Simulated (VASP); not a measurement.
# CaOs (P4/mmm) in VASP: a series of runs, part 2 of 2

VASP 6.6.1. The steps go on from the part before.

## (3) Single point, PBE

This run uses another cell than the first one, of 21.73 Å³/atom.

INCAR reads:

```
PREC     = Accurate       # precision mode
ENCUT    = 520            # plane-wave cutoff, eV
EDIFF    = 1E-7           # SCF threshold, eV
ISMEAR   = 0              # smearing method
SIGMA    = 0.1            # smearing width, eV
LREAL    = F              # projectors in reciprocal space
LASPH    = T              # aspherical terms in the spheres
NELM     = 60             # most SCF steps
ALGO     = Normal         # electronic algorithm
ISIF     = 2              # what is computed and relaxed
LWAVE    = F              # write WAVECAR
LCHARG   = F              # write CHGCAR
GGA      = PE             # functional
NBANDS   = 16             # bands
```

KPOINTS reads:

```
regular mesh
0
Gamma
  6 6 4
```

POSCAR reads:

```
CaOs
1.0
    3.2127085487      0.0000000000      0.0000000000
    0.0000000000      3.2127085487      0.0000000000
    0.0000000000      0.0000000000      4.2109429907
Ca Os
1 1
Direct
    0.5000000000      0.5000000000      0.5000000000
    0.0000000000      0.0000000000      0.0000000000
```

Potentials or basis: VASP PAW PBE potentials, release 64 (Ca_sv, Os).

Command:

```console
cat potpaw_PBE.64/Ca_sv/POTCAR potpaw_PBE.64/Os/POTCAR > POTCAR
mpirun -np 1 vasp_std > vasp.out
```

It took 32 s on 1 thread of Intel Xeon 8259CL, shared host; peak memory 0.16 GiB.

The run converged. Its results:

```
Free energy            : -11.2891 eV
Pressure               : -7.1 GPa
Band gap on the k mesh : zero (bands 9 and 10 overlap by 2.08 eV)
```

Stress tensor (GPa, compression positive):
```
-9.74  0.00  0.00
 0.00 -9.74  0.00
 0.00  0.00 -1.71
```

Levels at points of the mesh, in eV from the Fermi level:
| k point | band 7 | band 8 | band 9 | band 10 | band 11 | band 12 |
| --- | --- | --- | --- | --- | --- | --- |
| (0.00, 0.00, 0.00) | -2.35 | -0.03 | -0.03 | 0.85 | 3.35 | 4.25 |
| (0.50, 0.00, 0.00) | -1.24 | -0.73 | -0.18 | 0.41 | 2.33 | 2.64 |
| (0.50, 0.50, 0.00) | -1.80 | -1.80 | 1.91 | 2.97 | 2.97 | 3.15 |
| (0.00, 0.00, 0.50) | -1.81 | -0.26 | 0.14 | 0.14 | 0.93 | 2.52 |
| (0.50, 0.00, 0.50) | -0.45 | -0.33 | -0.10 | 1.36 | 1.80 | 2.42 |
| (0.50, 0.50, 0.50) | -1.34 | 0.21 | 0.46 | 1.38 | 1.38 | 1.92 |

Caveat: the k points lie up to 0.37 Å⁻¹ apart, too coarse for converged energies and pressures of a metal; spin-orbit coupling is left out, which moves the levels of the heavy elements.

## (4) Relaxation of cell and atoms, PBE

This run uses another cell than the first one, of 21.73 Å³/atom.

INCAR reads:

```
SYSTEM = CaOs
PREC = Accurate
ENCUT = 600
EDIFF = 1E-7
ISMEAR = 0
SIGMA = 0.1
LREAL = .FALSE.
LASPH = .TRUE.
NELM = 80
ALGO = Normal
ISIF = 3
LWAVE = .FALSE.
LCHARG = .FALSE.
GGA = PE
IBRION = 2
NSW = 90
EDIFFG = -0.04
```

KPOINTS reads:

```
Automatic mesh
0
G
  6 6 4
  0 0 0
```

POSCAR is that of step 3.

Command:

```console
cat potpaw_PBE.64/Ca_sv/POTCAR potpaw_PBE.64/Os/POTCAR > POTCAR
mpirun -np 1 vasp_std > vasp.out
```

It took 4.7 min on 1 thread of Intel Xeon 8259CL, shared host; peak memory 0.2 GiB.

The run converged. Its results:

```yaml
Free_energy: -11.5947 eV
Relaxed_volume: 19.14 Å³/atom
Relaxed_cell: a = 2.881 Å, b = 2.881 Å, c = 4.612 Å, α = 90.00°, β = 90.00°, γ = 90.00°
Space_group_after_relaxing_to_0.1_Å: P4/mmm (No. 123)
Energy_gained_by_relaxing: 152.5 meV/atom
Ionic_steps: 8
Pressure_after_relaxing: 0.0 GPa
Band_gap_on_the_k_mesh: zero (bands 9 and 10 overlap by 3.10 eV)
```

Stress tensor (GPa, compression positive):
```
 0.03  0.00  0.00
 0.00  0.03  0.00
 0.00  0.00 -0.08
```

The path:
| step | energy change (eV) | largest force (eV/Å) | pressure (GPa) | volume (Å³) |
| --- | --- | --- | --- | --- |
| 1 | 0.0000 | 0.0000 | -7.02 | 43.46 |
| 2 | -0.1605 | 0.0000 | 4.35 | 37.71 |
| 3 | -0.1634 | 0.0000 | 2.70 | 38.31 |
| 4 | -0.2638 | 0.0000 | 2.21 | 37.98 |
| 5 | -0.2840 | 0.0000 | 3.00 | 37.14 |
| 6 | -0.2999 | 0.0000 | 2.22 | 37.51 |
| 7 | -0.2979 | 0.0000 | -2.38 | 39.20 |
| 8 | -0.3049 | 0.0000 | -0.01 | 38.27 |

Final structure:
```
Ca Os
1.0
     2.88075    0.00000    0.00000
     0.00000    2.88075    0.00000
     0.00000    0.00000    4.61185
Ca Os
1 1
Direct
  0.50000 0.50000 0.50000
  0.00000 0.00000 0.00000
```

Levels at points of the mesh, in eV from the Fermi level:
```csv
k point,band 5,band 6,band 7,band 8,band 9,band 10,band 11,band 12,band 13
"(0.00, 0.00, 0.00)",-6.76,-3.55,-3.46,-0.05,-0.05,1.46,1.86,2.12,2.69
"(0.50, 0.00, 0.00)",-3.69,-2.52,-1.95,-0.91,-0.33,0.52,0.56,2.16,4.11
"(0.50, 0.50, 0.00)",-3.99,-3.12,-2.88,-2.88,2.95,3.14,3.97,3.97,5.41
"(0.00, 0.00, 0.50)",-5.64,-3.34,-2.76,-1.65,0.22,0.22,1.46,1.48,2.78
"(0.50, 0.00, 0.50)",-4.20,-3.44,-1.79,-0.48,0.24,0.90,1.78,2.44,3.56
"(0.50, 0.50, 0.50)",-3.56,-2.11,-2.11,-0.92,-0.59,1.15,1.15,2.95,5.15
```

Caveat: the k points lie up to 0.36 Å⁻¹ apart in the final cell, too coarse for converged energies and pressures of a metal; spin-orbit coupling is left out, which moves the levels of the heavy elements.

## (5) Single point, PBE

This run uses another cell than the first one, of 19.03 Å³/atom.

INCAR reads:

```
SYSTEM = CaOs
PREC = Accurate
ENCUT = 520
EDIFF = 1E-7
ISMEAR = 0
SIGMA = 0.1
LREAL = .FALSE.
LASPH = .TRUE.
NELM = 60
ALGO = Fast
ISIF = 2
LWAVE = .FALSE.
LCHARG = .FALSE.
GGA = PE
NBANDS = 16
```

KPOINTS reads:

```
regular mesh
0
G
  20 20 12
  0 0 0
```

POSCAR reads:

```
CaOs
1.0
    2.8535702295      0.0000000000      0.0000000000
    0.0000000000      2.8535702295      0.0000000000
    0.0000000000      0.0000000000      4.6734401374
Ca Os
1 1
Direct
    0.5000000000      0.5000000000      0.5000000000
    0.0000000000      0.0000000000      0.0000000000
```

Command:

```console
cat potpaw_PBE.64/Ca_sv/POTCAR potpaw_PBE.64/Os/POTCAR > POTCAR
mpirun -np 1 vasp_std > vasp.out
```

It took 9.9 min on 1 thread of Intel Xeon 8259CL, shared host; peak memory 0.42 GiB.

The run converged. Its results:

- Free energy: -11.6699 eV
- Pressure: 0.1 GPa
- Band gap on the k mesh: zero (bands 9 and 10 overlap by 3.60 eV)

Stress tensor (GPa, compression positive):
```
 0.25  0.00  0.00
 0.00  0.25  0.00
 0.00  0.00 -0.18
```

Levels at points of the mesh, in eV from the Fermi level:
```tsv
k point	band 6	band 7	band 8	band 9	band 10	band 11	band 12	band 13
(0.00, 0.00, 0.00)	-3.65	-3.63	-0.01	-0.01	1.47	1.64	1.86	2.41
(0.50, 0.00, 0.00)	-2.65	-1.96	-0.97	-0.40	0.37	0.58	2.03	4.20
(0.50, 0.50, 0.00)	-3.14	-2.95	-2.95	3.00	3.00	4.03	4.03	5.18
(0.00, 0.00, 0.50)	-3.55	-2.88	-1.75	0.26	0.26	1.30	1.49	2.50
(0.50, 0.00, 0.50)	-3.54	-1.92	-0.53	0.32	0.79	1.76	2.26	3.61
(0.50, 0.50, 0.50)	-2.18	-2.18	-1.08	-0.60	1.11	1.11	3.00	5.01
```

Caveat: spin-orbit coupling is left out, which moves the levels of the heavy elements.

## (6) Relaxation of cell and atoms, PBE

INCAR reads:

```
PREC     = Accurate       # precision mode
ENCUT    = 600            # plane-wave cutoff, eV
EDIFF    = 1E-6           # SCF threshold, eV
ISMEAR   = 0              # smearing method
SIGMA    = 0.1            # smearing width, eV
LREAL    = F              # projectors in reciprocal space
LASPH    = T              # aspherical terms in the spheres
NELM     = 60             # most SCF steps
ALGO     = Fast           # electronic algorithm
ISIF     = 3              # what is computed and relaxed
LWAVE    = F              # write WAVECAR
LCHARG   = F              # write CHGCAR
GGA      = PE             # functional
IBRION   = 2              # ionic algorithm
NSW      = 100            # ionic steps
EDIFFG   = -0.01          # ionic threshold
```

KPOINTS reads:

```
regular mesh
0
Gamma
  20 20 12
```

POSCAR reads:

```
CaOs
1.0
    2.8708586560      0.0000000000      0.0000000000
    0.0000000000      2.8708586560      0.0000000000
    0.0000000000      0.0000000000      4.6399625650
Ca Os
1 1
Direct
    0.5000000000      0.5000000000      0.5000000000
    0.0000000000      0.0000000000      0.0000000000
```

Potentials or basis: VASP PAW PBE potentials, release 64 (Ca_sv, Os).

Command:

```console
cat potpaw_PBE.64/Ca_sv/POTCAR potpaw_PBE.64/Os/POTCAR > POTCAR
mpirun -np 1 vasp_std > vasp.out
```

Wall time 18 min (1 thread of Intel Xeon 8259CL, shared host); peak memory 0.47 GiB.

Results (log left out):

```yaml
Free_energy: -11.6710 eV
Relaxed_volume: 19.07 Å³/atom
Relaxed_cell: a = 2.860 Å, b = 2.860 Å, c = 4.662 Å, α = 90.00°, β = 90.00°, γ = 90.00°
Space_group_after_relaxing_to_0.1_Å: P4/mmm (No. 123)
Energy_gained_by_relaxing: 0.2 meV/atom
Ionic_steps: 4
Pressure_after_relaxing: 0.0 GPa
Band_gap_on_the_k_mesh: zero (bands 9 and 10 overlap by 3.57 eV)
```

Step by step:
```csv
step,energy change (eV),largest force (eV/Å),pressure (GPa),volume (Å³)
1,0.0000,0.0000,-0.17,38.24
2,-0.0003,0.0000,0.08,38.13
3,-0.0003,0.0000,0.21,38.08
4,-0.0004,0.0000,0.00,38.15
```

Final structure:
```cif
data_structure
_symmetry_space_group_name_H-M 'P 1'
_symmetry_Int_Tables_number 1
_cell_length_a 2.8605
_cell_length_b 2.8605
_cell_length_c 4.6623
_cell_angle_alpha 90.000
_cell_angle_beta 90.000
_cell_angle_gamma 90.000
_cell_volume 38.15
loop_
_atom_site_label
_atom_site_type_symbol
_atom_site_fract_x
_atom_site_fract_y
_atom_site_fract_z
_atom_site_occupancy
Ca1 Ca 0.50000 0.50000 0.50000 1
Os1 Os 0.00000 0.00000 0.00000 1
```

Levels at points of the mesh, in eV from the Fermi level:
| k point | band 6 | band 7 | band 8 | band 9 | band 10 | band 11 | band 12 | band 13 |
| --- | --- | --- | --- | --- | --- | --- | --- | --- |
| (0.00, 0.00, 0.00) | -3.62 | -3.61 | -0.01 | -0.01 | 1.46 | 1.68 | 1.90 | 2.47 |
| (0.50, 0.00, 0.00) | -2.62 | -1.95 | -0.96 | -0.40 | 0.41 | 0.57 | 2.04 | 4.67 |
| (0.50, 0.50, 0.00) | -3.12 | -2.93 | -2.93 | 2.97 | 3.03 | 4.00 | 4.00 | 5.22 |
| (0.00, 0.00, 0.50) | -3.52 | -2.86 | -1.72 | 0.25 | 0.25 | 1.32 | 1.48 | 2.55 |
| (0.50, 0.00, 0.50) | -3.51 | -1.89 | -0.53 | 0.31 | 0.80 | 1.76 | 2.28 | 3.58 |
| (0.50, 0.50, 0.50) | -2.16 | -2.16 | -1.05 | -0.59 | 1.11 | 1.11 | 2.97 | 5.03 |

Caveat: spin-orbit coupling is left out, which moves the levels of the heavy elements.

## (7) Overview

```tsv
task	cell	k mesh	cutoff (eV)	gap on the mesh (eV)	pressure (GPa)	relaxed volume (Å³/atom)
single point	a = 2.871, b = 2.871, c = 4.640 Å, 2 atoms	6 × 6 × 4	520	none	-0.1	-
single point	a = 3.213, b = 3.213, c = 4.211 Å, 2 atoms	6 × 6 × 4	520	none	-7.1	-
relaxation of cell and atoms	relaxed from a = 3.213, b = 3.213, c = 4.211 Å, 2 atoms	6 × 6 × 4	600	none	0.0	19.14
single point	a = 2.854, b = 2.854, c = 4.673 Å, 2 atoms	20 × 20 × 12	520	none	0.1	-
relaxation of cell and atoms	relaxed from a = 2.871, b = 2.871, c = 4.640 Å, 2 atoms	20 × 20 × 12	600	none	0.0	19.07
```

Alike in all rows: level PBE; potentials or basis VASP PAW PBE potentials, release 64 (Ca_sv, Os); no spin polarisation; smearing gaussian 0.1 eV.

Caveats: some runs use coarse meshes; spin-orbit coupling is left out, which moves the levels of the heavy elements.

Absolute energies hang on the potentials; compare differences alone.
